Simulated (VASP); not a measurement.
# Al2Cu (Cm) in VASP: notebook

The runs below take Al2Cu through single point, with PBEsol.

Everything below comes from runs of VASP 6.6.1. Logs are shortened: lines on timing, memory, paths and dates and some standing lists are left out, and cuts for length are marked.

**1. The cell of the first run**

Symmetry: Cm, No. 8, monoclinic system. Conventional cell: a = 5.726 Å, b = 5.726 Å, c = 4.049 Å, α = 90.00°, β = 135.00°, γ = 90.00°. Al (site symmetry 1) has 4 Cu at 2.28 to 2.69 Å and 6 Al at 2.86 Å within 3.0 Å. Within 3.0 Å of Cu (site symmetry m) lie 8 Al at 2.28 to 2.69 Å.

**2. Single point, PBEsol (atoms displaced along a vibrational mode)**

File INCAR:

```
SYSTEM = Al2Cu
PREC     = Accurate       ! precision mode
ENCUT    = 520            ! plane-wave cutoff, eV
EDIFF    = 1E-6           ! SCF threshold, eV
ISMEAR   = 0              ! smearing method
SIGMA    = 0.15           ! smearing width, eV
LREAL    = .FALSE.        ! projectors in reciprocal space
LASPH    = .TRUE.         ! aspherical terms in the spheres
NELM     = 100            ! most SCF steps
ALGO     = Fast           ! electronic algorithm
ISIF     = 2              ! what is computed and relaxed
LWAVE    = .FALSE.        ! write WAVECAR
LCHARG   = .FALSE.        ! write CHGCAR
GGA      = PS             ! functional
NBANDS   = 16             ! bands
```

File KPOINTS:

```
Automatic mesh
0
G
  14 14 14
  0 0 0
```

File POSCAR:

```
Al2Cu
1.0
   -2.0246107077      2.0246107077      2.8631594530
    2.0246107077     -2.0246107077      2.8631594530
    2.0246107077      2.0246107077     -2.8631594530
Al Cu
2 1
Direct
    0.7452850484      0.2169953386      0.4622803870
    0.2452850484      0.7169953386      0.4622803870
    0.5040039231      0.5280274617      0.0320313848
```

Potentials or basis: VASP PAW PBE potentials, release 64 (Al, Cu).

Run with:

```sh
cat potpaw_PBE.64/Al/POTCAR potpaw_PBE.64/Cu/POTCAR > POTCAR
mpirun -np 1 vasp_std > vasp.out
```

OUTCAR:

```text
SYSTEM = Al2Cu
   PREC = Accurate
   ENCUT = 520
   EDIFF = 1E-6
   ISMEAR = 0
   LREAL = .FALSE.
   LASPH = .TRUE.
   NELM = 100
   ISIF = 2
   GGA = PS

 ion  position               nearest neighbor table
   1  0.745  0.217  0.462-   3 2.28   3 2.46   3 2.52   3 2.69   2 2.86   2 2.86   2 2.86   2 2.86
                             2 2.86   2 2.86
   2  0.245  0.717  0.462-   3 2.28   3 2.46   3 2.52   3 2.69   1 2.86   1 2.86   1 2.86   1 2.86
                             1 2.86   1 2.86
   3  0.504  0.528  0.032-   1 2.28   2 2.28   1 2.46   2 2.46   2 2.52   1 2.52   2 2.69   1 2.69

  LATTYP: Found a body centered tetragonal cell.
 ALAT       =     4.0492214154
 C/A-ratio  =     1.4141777686

  Lattice vectors:

 A1 = (  -2.0246107077,   2.0246107077,   2.8631594530)
 A2 = (   2.0246107077,  -2.0246107077,   2.8631594530)
 A3 = (   2.0246107077,   2.0246107077,  -2.8631594530)

Analysis of symmetry for initial positions (statically):
=====================================================================
 Subroutine PRICEL returns:
 Original cell was already a primitive cell.

 Routine SETGRP: Setting up the symmetry group for a
 body centered tetragonal supercell.

 Subroutine GETGRP returns: Found  2 space group operations
 (whereof  2 operations were pure point group operations)
 out of a pool of 16 trial point group operations.

The static configuration has the point symmetry C_1h.

Analysis of symmetry for dynamics (positions and initial velocities):
=====================================================================
 Subroutine PRICEL returns:
 Original cell was already a primitive cell.

 Routine SETGRP: Setting up the symmetry group for a
 body centered tetragonal supercell.

 Subroutine GETGRP returns: Found  2 space group operations
 (whereof  2 operations were pure point group operations)
 out of a pool of 16 trial point group operations.

The dynamic configuration has the point symmetry C_1h.

 Subroutine INISYM returns: Found  2 space group operations
 (whereof  2 operations are pure point group operations),
 and found     1 'primitive' translations

----------------------------------------------------------------------------------------

                                     Primitive cell

  volume of cell :      46.9449

  direct lattice vectors                    reciprocal lattice vectors
    -2.024610708  2.024610708  2.863159453     0.000000000  0.246961057  0.174632258
     2.024610708 -2.024610708  2.863159453     0.246961057  0.000000000  0.174632258
     2.024610708  2.024610708 -2.863159453     0.246961057  0.246961057  0.000000000

  length of vectors
     4.049170173  4.049170173  4.049170173     0.302466840  0.302466840  0.349255676

  position of ions in fractional coordinates (direct lattice)
     0.745285048  0.216995339  0.462280387
     0.245285048  0.716995339  0.462280387
     0.504003923  0.528027462  0.032031385

  ion indices of the primitive-cell ions
   primitive index   ion index
                 1           1
                 2           2
                 3           3

----------------------------------------------------------------------------------------

 KPOINTS: Automatic mesh

Automatic generation of k-mesh.
 Grid dimensions read from file:
 generate k-points for:   14   14   14

 Generating k-lattice:

  Cartesian coordinates                     Fractional coordinates (reciprocal lattice)
     0.000000000  0.017640075  0.012473733     0.071428571  0.000000000 -0.000000000
     0.017640075  0.000000000  0.012473733     0.000000000  0.071428571 -0.000000000
     0.017640075  0.017640075  0.000000000     0.000000000  0.000000000  0.071428571

  Length of vectors
     0.021604774  0.021604774  0.024946834

  Shift w.r.t. Gamma in fractional coordinates (k-lattice)
     0.000000000  0.000000000  0.000000000

 Subroutine IBZKPT returns following result:
 ===========================================

 Found    744 irreducible k-points:

 Following reciprocal coordinates:
            Coordinates               Weight
  0.000000  0.000000  0.000000      1.000000
  0.071429  0.000000  0.000000      4.000000
  0.000000  0.071429  0.000000      4.000000
  0.142857  0.000000 -0.000000      4.000000
  0.000000  0.142857 -0.000000      4.000000
  0.214286 -0.000000  0.000000      4.000000
[... 16 lines left out ...]
 -0.000000  0.285714 -0.071429      4.000000
 -0.071429 -0.214286 -0.000000      4.000000
 [... further k-points ...]
   k-points           NKPTS =    744   k-points in BZ     NKDIM =    744   number of bands    NBANDS=     16
   number of dos      NEDOS =    301   number of ions     NIONS =      3
   total plane-waves  NPLWV =  27000
   dimension x,y,z NGX =    30 NGY =   30 NGZ =   30
   dimension x,y,z NGXF=    60 NGYF=   60 NGZF=   60
   ions per type =               2   1
   NGX,Y,Z   is equivalent  to a cutoff of  12.32, 12.32, 12.32 a.u.
   NGXF,Y,Z  is equivalent  to a cutoff of  24.63, 24.63, 24.63 a.u.
 SYSTEM =  Al2Cu
   PREC   = accura    normal or accurate (medium, high low for compatibility)
   ISTART =      0    job   : 0-new  1-cont  2-samecut
   ICHARG =      2    charge: 1-file 2-atom 10-const
   ISPIN  =      1    spin polarized calculation?
   LNONCOLLINEAR =      F non collinear calculations
   LSORBIT =      F    spin-orbit coupling
   LASPH  =      T    aspherical Exc in radial PAW
   ENCUT  =  520.0 eV  38.22 Ry    6.18 a.u.   7.53  7.53  7.53*2*pi/ulx,y,z
   NELM   =    100;   NELMIN=  2; NELMDL= -5     # of ELM steps
   EDIFF  = 0.1E-05   stopping-criterion for ELM
   LREAL  =      F    real-space projection
   EDIFFG = 0.1E-04   stopping-criterion for IOM
   NSW    =      0    number of steps for IOM
   IBRION =     -1    ionic relax: 0-MD 1-quasi-New 2-CG
   NFREE  =      0    steps in history (QN), initial steepest desc. (CG)
   ISIF   =      2    stress and relaxation
   ISYM   =      2    0-nonsym 1-usesym 2-fastsym
   POTIM  = 0.5000    time-step for ionic-motion
   TEBEG  =    0.0;   TEEND  =   0.0 temperature during run
   PSTRESS=    0.0 pullay stress
   NELECT =      17.0000    total number of electrons
   NUPDOWN=      -1.0000    fix difference up-down
   EMIN   =  10.00;   EMAX   =-10.00  energy-range for DOS
   EFERMI =   0.00;   METHOD = LEGACY
   ISMEAR =     0;   SIGMA  =   0.15  broadening in eV -4-tet -1-fermi 0-gaus
   EFERMI_NEDOS =   21; number of points for ismear=-14 and -15
   IALGO  =     68    algorithm
   IMIX   =      4    mixing-type and parameters
     AMIX     =   0.40;   BMIX     =  1.00
     AMIX_MAG =   1.60;   BMIX_MAG =  1.00
  volume/ion in A,a.u.               =      15.65       105.60
  Fermi-wavevector in a.u.,A,eV,Ry     =   1.166886  2.205094 18.525992  1.361622
  Thomas-Fermi vector in A             =   2.303393
   LORBIT       =      0    0 simple, 1 ext, 2 COOP (PROOUT), +10 PAW based schemes
   GGA     = PS    functional components
   LHFCALC =     F    Hartree Fock is set to
   AEXX    =    0.0000 exact exchange contribution
   IVDW    =     0    specifies the selected vdW correction
   LEPSILON=     F    determine dielectric tensor
   LRPA    =     F    only Hartree local field effects (RPA)
 non-spin polarized calculation
 RMM-DIIS sequential band-by-band and
 Gauss-broadening in eV      SIGMA  =   0.15
  energy-cutoff  :      520.00
  volume of cell :       46.94
 maximum number of plane-waves:      1295
   NGX = 15   NGY = 15   NGZ = 15

 number of electron      16.9999997 magnetization

 Free energy of the ion-electron system (eV)
  ---------------------------------------------------
  ext. energy  EPLUGINS =         0.00000000
  ---------------------------------------------------
  free energy    TOTEN  =       -12.77324109 eV

  energy without entropy =      -12.76300801  energy(sigma->0) =      -12.76812455

 E-fermi :   7.1110     XC(G=0): -10.6279

 val. band max:        7.1046821238   @ k =   0.1429   0.0000  -0.0000
 cond. band min:       7.1171824412   @ k =   0.5000   0.0000   0.0714
 fundamental gap:      0.0125003175
 Fermi energy:         7.1109774158

 k-point     1 :       0.0000    0.0000    0.0000
  band No.  band energies     occupation
      1      -3.2038      2.00000
      2       2.3731      2.00000
      3       2.4308      2.00000
      4       2.4380      2.00000
      5       2.9508      2.00000
      6       2.9800      2.00000
[... 8 lines left out ...]
     15      14.0956      0.00000
     16      14.1194      0.00000

 k-point     2 :       0.0714    0.0000    0.0000
  band No.  band energies     occupation
      1      -3.1347      2.00000
      2       2.3800      2.00000
      3       2.4142      2.00000
      4       2.4458      2.00000
      5       2.9482      2.00000
      6       2.9771      2.00000
[... 8 lines left out ...]
     15      13.3652      0.00000
     16      14.0402      0.00000

 k-point     3 :       0.0000    0.0714    0.0000
  band No.  band energies     occupation
      1      -3.1346      2.00000
      2       2.3598      2.00000
      3       2.4393      2.00000
      4       2.4430      2.00000
      5       2.9473      2.00000
      6       2.9770      2.00000
[... 8 lines left out ...]
     15      13.3521      0.00000
     16      13.9890      0.00000

 k-point     4 :       0.1429    0.0000   -0.0000
  band No.  band energies     occupation
      1      -2.9284      2.00000
      2       2.3376      2.00000
      3       2.4178      2.00000
      4       2.4721      2.00000
      5       2.9433      2.00000
      6       2.9709      2.00000
[... 8 lines left out ...]
     15      13.2148      0.00000
     16      13.7122      0.00000
[... 324 lines left out ...]
 k-point    22 :       0.2143    0.0714    0.0000
  band No.  band energies     occupation
      1      -2.3842      2.00000
      2       2.1526      2.00000
      3       2.4729      2.00000
      4       2.5273      2.00000
      5       2.9208      2.00000
      6       2.9870      2.00000
[... 8 lines left out ...]
     15      13.6568      0.00000
     16      15.4623      0.00000

 k-point    23 :      -0.0000    0.2857   -0.0714
  band No.  band energies     occupation
      1      -2.3831      2.00000
      2       2.1396      2.00000
      3       2.4945      2.00000
      4       2.5362      2.00000
      5       2.9046      2.00000
      6       2.9945      2.00000
[... 8 lines left out ...]
     15      13.6588      0.00000
     16      15.4598      0.00000

 k-point    24 :      -0.0714   -0.2143   -0.0000
  band No.  band energies     occupation
      1      -2.3834      2.00000
      2       2.1345      2.00000
      3       2.5061      2.00000
      4       2.5282      2.00000
      5       2.9125      2.00000
      6       2.9893      2.00000
[... 8 lines left out ...]
     15      13.6432      0.00000
     16      15.4611      0.00000

 [... further k-points ...]

------------------------ aborting loop because EDIFF is reached ----------------------------------------

  FORCE on cell =-STRESS in cart. coord.  units (eV):
  Direction    XX          YY          ZZ          XY          YZ          ZX
  --------------------------------------------------------------------------------------
  -------------------------------------------------------------------------------------
  Total        1.2423063     -0.1142717      0.9720554     -0.1026512      0.0000000      0.0000000
  in kB       42.3985179     -3.8999647     33.1751604     -3.5033708      0.0000000      0.0000000
  external PRESSURE =      23.8912379 kB  Pullay stress =       0.0000000 kB

 VOLUME and BASIS-vectors are now :
 -----------------------------------------------------------------------------
  energy-cutoff  :      520.00
  volume of cell :       46.94
      direct lattice vectors                 reciprocal lattice vectors
    -2.024610708  2.024610708  2.863159453     0.000000000  0.246961057  0.174632258
     2.024610708 -2.024610708  2.863159453     0.246961057  0.000000000  0.174632258
     2.024610708  2.024610708 -2.863159453     0.246961057  0.246961057  0.000000000

 POSITION                                       TOTAL-FORCE (eV/Angst)
 -----------------------------------------------------------------------------------
     -0.13364      2.00552      1.43158         1.008946      0.119053      0.386176
      1.89097     -0.01909      1.43158         1.008946      0.119053     -0.386176
      0.11349      0.01621      2.86316        -2.017892     -0.238105      0.000000
 -----------------------------------------------------------------------------------
    total drift:                                0.000652     -0.000624      0.000003

  FREE ENERGIE OF THE ION-ELECTRON SYSTEM (eV)
  ---------------------------------------------------
  free  energy   TOTEN  =       -12.7732410861 eV

  energy  without entropy=      -12.7630080093  energy(sigma->0) =      -12.76812455
```

It took 24 min on 1 thread of AMD EPYC 7R13, shared host; peak memory 0.59 GiB.

What came out:

| Quantity | Value |
| --- | --- |
| Free energy | -12.7732 eV |
| Pressure | 2.4 GPa |
| Largest force | 2.032 eV/Å |
| Band gap on the k mesh | zero (an odd number of electrons rules out a gap without spin polarisation) |

Forces in eV/Å, atoms in the order of the input:
```
Al   1.009  0.119  0.386
Al   1.009  0.119 -0.386
Cu  -2.018 -0.238  0.000
```

Caveat: the cell differs from its parent crystal (atoms displaced along a vibrational mode); the PAW data sets were made with another functional, which shifts forces and pressure a little.

**3. Single point, PBEsol (atoms displaced along a vibrational mode)**

File INCAR:

```
PREC     = Accurate       # precision mode
ENCUT    = 520            # plane-wave cutoff, eV
EDIFF    = 1E-6           # SCF threshold, eV
ISMEAR   = 0              # smearing method
SIGMA    = 0.15           # smearing width, eV
LREAL    = F              # projectors in reciprocal space
LASPH    = T              # aspherical terms in the spheres
NELM     = 80             # most SCF steps
ALGO     = Fast           # electronic algorithm
ISIF     = 2              # what is computed and relaxed
LWAVE    = F              # write WAVECAR
LCHARG   = F              # write CHGCAR
GGA      = PS             # functional
NBANDS   = 16             # bands
```

File KPOINTS:

```
Automatic mesh
0
Gamma
  14 14 14
```

File POSCAR:

```
Al2Cu
1.0
   -2.0246107077      2.0246107077      2.8631594530
    2.0246107077     -2.0246107077      2.8631594530
    2.0246107077      2.0246107077     -2.8631594530
Al Cu
2 1
Direct
    0.7452850484      0.2264252419      0.4717102903
    0.2452850484      0.7264252419      0.4717102903
    0.5040039231      0.5200196155      0.0240235386
```

Potentials or basis: VASP PAW PBE potentials, release 64 (Al, Cu).

Run with:

```sh
cat potpaw_PBE.64/Al/POTCAR potpaw_PBE.64/Cu/POTCAR > POTCAR
mpirun -np 1 vasp_std > vasp.out
```

Run time: 15 min. Hardware: 1 thread of AMD EPYC 7R13, shared host; peak memory 0.59 GiB.

It converged, with:

- Free energy: -12.8931 eV
- Pressure: 1.5 GPa
- Largest force: 1.411 eV/Å
- Band gap on the k mesh: zero (an odd number of electrons rules out a gap without spin polarisation)

Forces on the atoms (eV/Å):
```
Al   0.694  0.126  0.190
Al   0.694  0.126 -0.190
Cu  -1.388 -0.253  0.000
```

Stress tensor (GPa, compression positive):
```
 2.46 -0.25  0.00
-0.25  0.12  0.00
 0.00  0.00  1.97
```

Levels at points of the mesh, in eV from the Fermi level:
```csv
k point,band 7,band 8,band 9,band 10,band 11,band 12
"(0.00, 0.00, 0.00)",2.51,2.55,2.90,2.95,3.28,3.33
"(0.50, 0.00, 0.00)",-4.03,0.61,0.65,2.87,2.94,3.81
"(0.00, 0.50, 0.00)",-4.03,0.61,0.62,2.91,2.94,3.85
"(0.50, 0.50, 0.00)",-3.84,-2.01,-1.96,0.37,1.47,9.07
"(0.00, 0.00, 0.50)",-3.80,-2.00,-1.98,0.37,1.47,9.07
"(0.50, 0.50, 0.50)",-3.87,-2.01,-1.95,0.37,1.47,9.07
```

Caveat: the cell differs from its parent crystal (atoms displaced along a vibrational mode); the PAW data sets were made with another functional, which shifts forces and pressure a little.
